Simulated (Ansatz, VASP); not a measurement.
Two plane-wave programs on Ta3N

The input INCAR:

```
PREC     = Accurate       # precision mode
ENCUT    = 520            # plane-wave cutoff, eV
EDIFF    = 1E-7           # SCF threshold, eV
ISMEAR   = 0              # smearing method
SIGMA    = 0.1            # smearing width, eV
LREAL    = False          # projectors in reciprocal space
LASPH    = True           # aspherical terms in the spheres
NELM     = 80             # most SCF steps
ALGO     = Normal         # electronic algorithm
ISIF     = 2              # what is computed and relaxed
LWAVE    = False          # write WAVECAR
LCHARG   = True           # write CHGCAR
GGA      = PE             # functional
LELF     = True           # ELF
LVHAR    = True         
NBANDS   = 27             # bands
```

KPOINTS

```
Automatic mesh
0
Gamma
  15 15 6
```

Contents of POSCAR:

```
Ta3N
1.0
    3.0322239879      0.0000000000      0.0000000000
   -1.5161119940      2.6259830035      0.0000000000
    0.0000000000      0.0000000000      7.5241370000
Ta N
3 1
Direct
    0.0000000000      0.0000000000      0.5000000000
    0.3333333333      0.6666666667      0.1739300000
    0.6666666667      0.3333333333      0.8260700000
    0.0000000000      0.0000000000      0.0000000000
```

Input for Ansatz:

```yaml
crystal:
  lattice:
    - [3.0322239879, 0.0, 0.0]
    - [-1.516111994, 2.6259830035, 0.0]
    - [0.0, 0.0, 7.524137]
  atoms:
    - { symbol: Ta, position: [0.0, 0.0, 0.5] }
    - { symbol: Ta, position: [0.3333333333, 0.6666666667, 0.17393] }
    - { symbol: Ta, position: [0.6666666667, 0.3333333333, 0.82607] }
    - { symbol: "N", position: [0.0, 0.0, 0.0] }
basis:
  ecutwfc: 500
kpoints:
  mp_grid: { grid: [15, 15, 6] }
hamiltonian:
  xc: pbe
scf:
  occupations: { method: gaussian, width: 0.1 }
output:
  forces: true
  stress: true
  eigenvalues: true
```

Alike in both runs: task single point; functional PBE; k mesh 15 × 15 × 6; occupations gaussian, width 0.1 eV; no spin polarisation.

|  | VASP | Ansatz |
| --- | --- | --- |
| version | VASP 6.6.1 | Ansatz 0.2.0 |
| potentials or method | VASP PAW PBE potentials, release 64 (Ta_pv, N), cutoff 520 eV | scalar-relativistic, plane waves, PAW |
| valence electrons in the cell | 38 | 44 |

```csv
,VASP,Ansatz,Ansatz less VASP
gap on the k mesh at the Fermi level (eV),none,none,-
pressure (GPa),-0.4,-0.7,-0.30
"traceless stress, the component that is largest in VASP (GPa)",0.62,0.62,-0.006
rms of the force components (eV/Å),0.022,0.042,+0.0197
```

Atom by atom the forces differ by 0.020 eV/Å (rms over components). A gap of «none» marks a metal or a gap that the smearing closes. The functional is the same, so the differences come from potentials, cutoffs and numerics. VASP's potentials hold 38 valence electrons a cell and Ansatz's 44, so a difference there can come from the potentials and not from the codes.

Spin-orbit coupling is off throughout.
